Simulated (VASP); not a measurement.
# Ce (Im-3m) in VASP: further runs

The runs below take Ce through single point, with PBE.

All numbers are computed with VASP 6.6.1; they aren't measurements. Logs are shortened: lines on timing, memory, paths and dates and some standing lists are left out, and cuts for length are marked.

### 1 The cell of the first run

It takes space group Im-3m (No. 229, cubic). The conventional cell has a = 3.817 Å, b = 3.817 Å, c = 3.817 Å, α = 90.00°, β = 90.00°, γ = 90.00°. Ce (site symmetry m-3m) has 14 Ce at 3.31 to 3.82 Å within 4.3 Å.

This isn't the form of Ce at room conditions, which is fcc.

### 2 Single point, PBE

The input, INCAR:

```
  ALGO = Normal
  EDIFF = 1E-6
  ENCUT = 520
  GGA = PE
  ISIF = 2
  ISMEAR = -1
  LASPH = T
  LCHARG = T
  LELF = T
  LREAL = F
  LVHAR = T
  LWAVE = F
  NBANDS = 12
  NELM = 100
  PREC = Accurate
  SIGMA = 0.06122561905347299
```

The input, KPOINTS:

```
k-points
0
Gamma
  20 20 20
```

The input, POSCAR:

```
Ce
1.0
   -1.9087343479      1.9087343479      1.9087343479
    1.9087343479     -1.9087343479      1.9087343479
    1.9087343479      1.9087343479     -1.9087343479
Ce
1
Direct
    0.0000000000      0.0000000000      0.0000000000
```

Potentials or basis: VASP PAW PBE potentials, release 64 (Ce).

Launch:

```
cat potpaw_PBE.64/Ce/POTCAR > POTCAR
mpirun -np 1 vasp_std > vasp.out
```

OUTCAR:

```text
EDIFF = 1E-6
   ENCUT = 520
   GGA = PE
   ISIF = 2
   ISMEAR = -1
   LASPH = T
   LREAL = F
   NELM = 100
   PREC = Accurate

 ion  position               nearest neighbor table
   1  0.000  0.000  0.000-

  LATTYP: Found a body centered cubic cell.
 ALAT       =     3.8174686958

  Lattice vectors:

 A1 = (  -1.9087343479,   1.9087343479,   1.9087343479)
 A2 = (   1.9087343479,  -1.9087343479,   1.9087343479)
 A3 = (   1.9087343479,   1.9087343479,  -1.9087343479)

Analysis of symmetry for initial positions (statically):
=====================================================================
 Subroutine PRICEL returns:
 Original cell was already a primitive cell.

 Routine SETGRP: Setting up the symmetry group for a
 body centered cubic supercell.

 Subroutine GETGRP returns: Found 48 space group operations
 (whereof 48 operations were pure point group operations)
 out of a pool of 48 trial point group operations.

The static configuration has the point symmetry O_h .

Analysis of symmetry for dynamics (positions and initial velocities):
=====================================================================
 Subroutine PRICEL returns:
 Original cell was already a primitive cell.

 Routine SETGRP: Setting up the symmetry group for a
 body centered cubic supercell.

 Subroutine GETGRP returns: Found 48 space group operations
 (whereof 48 operations were pure point group operations)
 out of a pool of 48 trial point group operations.

The dynamic configuration has the point symmetry O_h .

 Subroutine INISYM returns: Found 48 space group operations
 (whereof 48 operations are pure point group operations),
 and found     1 'primitive' translations

----------------------------------------------------------------------------------------

                                     Primitive cell

  volume of cell :      27.8161

  direct lattice vectors                    reciprocal lattice vectors
    -1.908734348  1.908734348  1.908734348     0.000000000  0.261953687  0.261953687
     1.908734348 -1.908734348  1.908734348     0.261953687  0.000000000  0.261953687
     1.908734348  1.908734348 -1.908734348     0.261953687  0.261953687  0.000000000

  length of vectors
     3.306024869  3.306024869  3.306024869     0.370458457  0.370458457  0.370458457

  position of ions in fractional coordinates (direct lattice)
[... 82 lines left out ...]
   NFREE  =      0    steps in history (QN), initial steepest desc. (CG)
   ISIF   =      2    stress and relaxation
   ISYM   =      2    0-nonsym 1-usesym 2-fastsym
   POTIM  = 0.5000    time-step for ionic-motion
   TEBEG  =    0.0;   TEEND  =   0.0 temperature during run
   PSTRESS=    0.0 pullay stress
   NELECT =      12.0000    total number of electrons
   NUPDOWN=      -1.0000    fix difference up-down
   EMIN   =  10.00;   EMAX   =-10.00  energy-range for DOS
   EFERMI =   0.00;   METHOD = LEGACY
   ISMEAR =    -1;   SIGMA  =   0.06  broadening in eV -4-tet -1-fermi 0-gaus
   EFERMI_NEDOS =   21; number of points for ismear=-14 and -15
   IALGO  =     38    algorithm
   IMIX   =      4    mixing-type and parameters
     AMIX     =   0.40;   BMIX     =  1.00
     AMIX_MAG =   1.60;   BMIX_MAG =  1.00
  volume/ion in A,a.u.               =      27.82       187.71
  Fermi-wavevector in a.u.,A,eV,Ry     =   1.237000  2.337591 20.819219  1.530169
  Thomas-Fermi vector in A             =   2.371585
   LORBIT       =      0    0 simple, 1 ext, 2 COOP (PROOUT), +10 PAW based schemes
   GGA     = PE    functional components
   LHFCALC =     F    Hartree Fock is set to
   AEXX    =    0.0000 exact exchange contribution
   IVDW    =     0    specifies the selected vdW correction
   LEPSILON=     F    determine dielectric tensor
   LRPA    =     F    only Hartree local field effects (RPA)
 non-spin polarized calculation
  energy-cutoff  :      520.00
  volume of cell :       27.82
 maximum number of plane-waves:       767
 NGX is ok and might be reduce to    28
   NGX = 13   NGY = 13   NGZ = 13

 number of electron      12.0000000 magnetization

 Free energy of the ion-electron system (eV)
  ---------------------------------------------------
  ext. energy  EPLUGINS =         0.00000000
  ---------------------------------------------------
  free energy    TOTEN  =        -5.72258091 eV

  energy without entropy =       -5.66714005  energy(sigma->0) =       -5.69486048

 E-fermi :   8.7429     XC(G=0): -11.0489

 val. band max:        8.7317206669   @ k =  -0.3500   0.5000   0.2000
 cond. band min:       8.7439258759   @ k =  -0.4000   0.5000   0.2000
 fundamental gap:      0.0122052090
 Fermi energy:         8.7429333928

 k-point     1 :       0.0000    0.0000    0.0000
  band No.  band energies     occupation
      1     -25.9016      2.00000
      2      -7.2590      2.00000
      3      -7.2590      2.00000
      4      -7.2590      2.00000
      5       5.8611      2.00000
      6       8.8613      0.25270
      7       8.8613      0.25270
      8       8.8613      0.25270
      9       9.6823      0.00000
     10       9.6823      0.00000
     11       9.6823      0.00000
     12       9.9189      0.00000
[... 331 lines left out ...]
 k-point    24 :       0.2500    0.1000    0.0000
  band No.  band energies     occupation
      1     -25.5832      2.00000
      2      -8.9950      2.00000
      3      -7.8234      2.00000
      4      -7.3834      2.00000
      5       7.4223      2.00000
      6       8.5396      1.93029
      7       8.9264      0.09513
      8       9.0714      0.00932
      9       9.3464      0.00010
     10       9.4933      0.00001
     11       9.5515      0.00000
     12       9.6789      0.00000

 [... further k-points ...]

------------------------ aborting loop because EDIFF is reached ----------------------------------------

  FORCE on cell =-STRESS in cart. coord.  units (eV):
  Direction    XX          YY          ZZ          XY          YZ          ZX
  --------------------------------------------------------------------------------------
  -------------------------------------------------------------------------------------
  Total       -0.1043512     -0.1043512     -0.1043512      0.0000000     -0.0000000      0.0000000
  in kB       -6.0105132     -6.0105132     -6.0105132      0.0000000     -0.0000000      0.0000000
  external PRESSURE =      -6.0105132 kB  Pullay stress =       0.0000000 kB

 VOLUME and BASIS-vectors are now :
 -----------------------------------------------------------------------------
  energy-cutoff  :      520.00
  volume of cell :       27.82
      direct lattice vectors                 reciprocal lattice vectors
    -1.908734348  1.908734348  1.908734348     0.000000000  0.261953687  0.261953687
     1.908734348 -1.908734348  1.908734348     0.261953687  0.000000000  0.261953687
     1.908734348  1.908734348 -1.908734348     0.261953687  0.261953687  0.000000000

 POSITION                                       TOTAL-FORCE (eV/Angst)
 -----------------------------------------------------------------------------------
      0.00000      0.00000      0.00000        -0.000000      0.000000     -0.000000
 -----------------------------------------------------------------------------------
    total drift:                                0.000000     -0.000000     -0.000000

  FREE ENERGIE OF THE ION-ELECTRON SYSTEM (eV)
  ---------------------------------------------------
  free  energy   TOTEN  =        -5.7225809141 eV

  energy  without entropy=       -5.6671400499  energy(sigma->0) =       -5.69486048
```

stdout:

```text
POSCAR found type information on POSCAR Ce
 POSCAR found :  1 types and       1 ions
 scaLAPACK will be used
 LDA part: xc-table for (Slater+PW92), standard interpolation
 POSCAR, INCAR and KPOINTS ok, starting setup
 FFT: planning ... GRIDC
 FFT: planning ... GRID_SOFT
 FFT: planning ... GRID
 WAVECAR not read
 entering main loop
```

Wall time 55 s (1 thread of Intel Xeon 6975P-C (Granite Rapids), shared host); peak memory 0.25 GiB.

What came out:

| Quantity | Value |
| --- | --- |
| Free energy | -5.7226 eV |
| Pressure | -0.6 GPa |
| Band gap on the k mesh | zero (bands 6 and 7 overlap by 0.91 eV) |

Levels at points of the mesh, in eV from the Fermi level:
```
           k point  band 4  band 5  band 6  band 7  band 8  band 9
(0.00, 0.00, 0.00)  -16.00   -2.88    0.12    0.12    0.12    0.94
(0.50, 0.00, 0.00)  -16.06   -2.11   -0.36    0.18    0.38    0.54
(0.50, 0.50, 0.50)  -17.66   -2.56   -2.56    0.28    0.56    0.56
```

Caveat: spin-orbit coupling is left out, which moves the levels of the heavy elements; semilocal functionals describe open f shells poorly, which spoils levels, moments and volumes. Spin polarisation is off, so any magnetic state and its effect on volume and gap are missing.

### 3 Single point, PBE

This run uses another cell than the first one, of 28.36 Å³/atom.

The input, INCAR:

```
SYSTEM = Ce
PREC = Accurate
ENCUT = 520
EDIFF = 1E-6
ISMEAR = -1
SIGMA = 0.06122561905347299
LREAL = .FALSE.
LASPH = .TRUE.
NELM = 100
ALGO = Normal
ISIF = 2
LWAVE = .FALSE.
LCHARG = .FALSE.
GGA = PE
NBANDS = 12
```

The input, KPOINTS:

```
Automatic mesh
0
G
  20 20 20
  0 0 0
```

The input, POSCAR:

```
Ce
1.0
   -1.9211290740      1.9211290740      1.9211290740
    1.9211290740     -1.9211290740      1.9211290740
    1.9211290740      1.9211290740     -1.9211290740
Ce
1
Direct
    0.0000000000      0.0000000000      0.0000000000
```

Potentials or basis: VASP PAW PBE potentials, release 64 (Ce).

Launch:

```
cat potpaw_PBE.64/Ce/POTCAR > POTCAR
mpirun -np 1 vasp_std > vasp.out
```

Run time: 50 s. Hardware: 1 thread of Intel Xeon 6975P-C (Granite Rapids), shared host; peak memory 0.25 GiB.

Results (log left out):

* Free energy: -5.7203 eV
* Pressure: -1.1 GPa
* Band gap on the k mesh: zero (bands 6 and 7 overlap by 0.88 eV)

Levels at points of the mesh, in eV from the Fermi level:
| k point | band 3 | band 4 | band 5 | band 6 | band 7 | band 8 | band 9 | band 10 |
| --- | --- | --- | --- | --- | --- | --- | --- | --- |
| (0.00, 0.00, 0.00) | -16.07 | -16.07 | -2.93 | 0.12 | 0.12 | 0.12 | 0.91 | 0.91 |
| (0.50, 0.00, 0.00) | -16.80 | -16.12 | -2.08 | -0.33 | 0.17 | 0.37 | 0.52 | 0.75 |
| (0.50, 0.50, 0.50) | -17.65 | -17.65 | -2.48 | -2.48 | 0.27 | 0.54 | 0.54 | 0.54 |

Caveat: spin-orbit coupling is left out, which moves the levels of the heavy elements; semilocal functionals describe open f shells poorly, which spoils levels, moments and volumes.

### 4 Single point, PBE

This run uses another cell than the first one, of 28.36 Å³/atom.

The input, INCAR:

```
ALGO = Normal
EDIFF = 1E-7
ENCUT = 520
GGA = PE
ISIF = 2
ISMEAR = -1
LASPH = T
LCHARG = T
LELF = T
LREAL = F
LVHAR = T
LWAVE = F
NBANDS = 12
NELM = 60
PREC = Accurate
SIGMA = 0.06122561905347299
```

The input, KPOINTS:

```
k-points
0
Gamma
  20 20 20
```

POSCAR is that of step 3.

Launch:

```
cat potpaw_PBE.64/Ce/POTCAR > POTCAR
mpirun -np 1 vasp_std > vasp.out
```

Wall time 57 s (1 thread of Intel Xeon 6975P-C (Granite Rapids), shared host); peak memory 0.25 GiB.

The run converged. Its results:

```
Free energy            : -5.7203 eV
Pressure               : -1.1 GPa
Band gap on the k mesh : zero (bands 6 and 7 overlap by 0.88 eV)
```

Levels at points of the mesh, in eV from the Fermi level:
```
           k point  band 3  band 4  band 5  band 6  band 7  band 8  band 9  band 10
(0.00, 0.00, 0.00)  -16.07  -16.07   -2.93    0.12    0.12    0.12    0.91     0.91
(0.50, 0.00, 0.00)  -16.80  -16.12   -2.08   -0.33    0.17    0.37    0.52     0.75
(0.50, 0.50, 0.50)  -17.65  -17.65   -2.48   -2.48    0.27    0.54    0.54     0.54
```

Caveat: spin-orbit coupling is left out, which moves the levels of the heavy elements; semilocal functionals describe open f shells poorly, which spoils levels, moments and volumes. Spin polarisation is off, so any magnetic state and its effect on volume and gap are missing.
